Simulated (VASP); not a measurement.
Write the native input for VASP 6.6.1 that does the following.

- Task: relaxation of cell and atoms
- Functional: PBE
- Potentials or basis: VASP PAW PBE potentials, release 64 (Sc_sv, Ga_d, N)
- Cutoff: 600 eV
- k mesh: 4 × 4 × 2
- Occupations: gaussian, width 0.15 eV
- Spin: no spin polarisation
- Dipole correction: no
- Further INCAR settings: ALGO = Normal; EDIFF = 1e-06; IBRION = 2; EDIFFG = -0.08; NSW = 36; ISIF = 3

The structure of ScGa2N3 lies in POSCAR:

```
ScGa2N3
1.0
    3.3500000000      0.0000000000      0.0000000000
   -1.6750000000      2.9011851000      0.0000000000
    0.0000000000      0.0000000000      8.1000000000
Sc Ga N
1 2 3
Direct
    0.0000000000      0.0000000000      0.0000000000
    0.6666666700      0.3333333300      0.6667000000
    0.3333333300      0.6666666700      0.3333000000
    0.6666666700      0.3333333300      0.9167000000
    0.0000000000      0.0000000000      0.2500000000
    0.3333333300      0.6666666700      0.5833000000
```

The input as run:

INCAR

```
PREC = Accurate ; ENCUT = 600
EDIFF = 1E-6 ; ISMEAR = 0
SIGMA = 0.15 ; LREAL = F
LASPH = T ; NELM = 80
ALGO = Normal ; ISIF = 3
LWAVE = F ; LCHARG = F
GGA = PE ; IBRION = 2
NSW = 36 ; EDIFFG = -0.08
```

KPOINTS

```
regular mesh
0
Gamma
  4 4 2
```

Potentials or basis: VASP PAW PBE potentials, release 64 (Sc_sv, Ga_d, N).

Launch:

```bash
$ cat potpaw_PBE.64/Sc_sv/POTCAR potpaw_PBE.64/Ga_d/POTCAR potpaw_PBE.64/N/POTCAR > POTCAR
$ mpirun -np 1 vasp_std > vasp.out
```

It gave:

```yaml
Relaxed_volume: 12.73 Å³/atom
Relaxed_cell: a = 3.301 Å, b = 3.301 Å, c = 8.095 Å, α = 90.00°, β = 90.00°, γ = 120.00°
Space_group_after_relaxing_to_0.05_Å: P3m1 (No. 156)
Energy_gained_by_relaxing: 29.9 meV/atom
Ionic_steps: 7
Pressure_after_relaxing: 0.0 GPa
Largest_force_after_relaxing: 0.065 eV/Å
Band_gap_on_the_k_mesh: 1.86 eV, indirect (least direct gap 1.92 eV)
```

Caveat: the k points lie up to 0.55 Å⁻¹ apart in the final cell; the relaxation stopped at a loose force limit of 0.08 eV/Å, so its end isn't a converged minimum.

It took 3.3 min on 1 thread of Oxide Virtual Turin-like Processor (shared host), peak memory 0.21 GiB.
